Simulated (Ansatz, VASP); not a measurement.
Two plane-wave programs on NaLiCl2

POSCAR

```
NaLiCl2
1.0
    1.8724895807      1.0810823635      6.1845287565
   -1.8724895807      1.0810823635      6.1845287565
    0.0000000000     -2.1621647269      6.1845287565
Li Na Cl
1 1 2
Direct
    1.0000000000      0.0000000000      0.0000000000
    0.5000000000      0.5000000000      0.5000000000
    0.2566860802      0.2566860802      0.2566860802
    0.7433139198      0.7433139198      0.7433139198
```

INCAR.step1

```
  PREC = Accurate
  ENCUT = 520
  ISMEAR = 0
  SIGMA = 0.01
  LREAL = False
  LASPH = True
  NELM = 80
  NBANDS = 20
  GGA = PE
  ALGO = Normal
  EDIFF = 1E-4
  LWAVE = True
  LCHARG = False
```

The input INCAR.step2:

```
  PREC = Accurate
  ENCUT = 520
  EDIFF = 1E-6
  ISMEAR = 0
  SIGMA = 0.01
  LREAL = False
  LASPH = True
  NELM = 80
  ALGO = Normal
  ISIF = 2
  LWAVE = False
  LCHARG = True
  METAGGA = R2SCAN
  LMIXTAU = True
  LELF = True
  LVHAR = True
  NBANDS = 20
  ISTART = 1
```

File KPOINTS:

```
Automatic mesh
0
Gamma
  6 6 6
```

Input for Ansatz:

```yaml
crystal:
  lattice:
    - [1.8724895807, 1.0810823635, 6.1845287565]
    - [-1.8724895807, 1.0810823635, 6.1845287565]
    - [0.0, -2.1621647269, 6.1845287565]
  atoms:
    - { symbol: Li, position: [1.0, 0.0, 0.0] }
    - { symbol: Na, position: [0.5, 0.5, 0.5] }
    - { symbol: Cl, position: [0.2566860802, 0.2566860802, 0.2566860802] }
    - { symbol: Cl, position: [0.7433139198, 0.7433139198, 0.7433139198] }
kpoints:
  mp_grid: { grid: [6, 6, 6] }
hamiltonian:
  xc: r2scan
scf:
  occupations: { method: fixed }
  n_extra_bands: 5
output:
  forces: true
  stress: true
  eigenvalues: true
```

Alike in both runs: task single point; functional r2SCAN; k mesh 6 × 6 × 6; no spin polarisation.

|  | VASP | Ansatz |
| --- | --- | --- |
| version | VASP 6.6.1 | Ansatz 0.2.0 |
| potentials or method | VASP PAW PBE potentials, release 64 (Li_sv, Na_pv, Cl) | plane waves, PAW |
| plane-wave cutoff (eV) | 520 | 500 |
| occupations | gaussian, width 0.01 eV | fixed |
| valence electrons in the cell | 24 | 26 |

```tsv
	VASP	Ansatz	Ansatz less VASP
gap on the k mesh at the Fermi level (eV)	6.62	6.58	-0.040
rms of the force components (eV/Å)	0.010	0.007	-0.0034
```

VASP's potentials were made for PBE, not for r2SCAN. Atom by atom the forces differ by 0.003 eV/Å (rms over components). VASP's potentials hold 24 valence electrons a cell and Ansatz's 26, so a difference there can come from the potentials and not from the codes.

Noted on VASP's run: the cutoff is short for stress, so the pressure is rough.
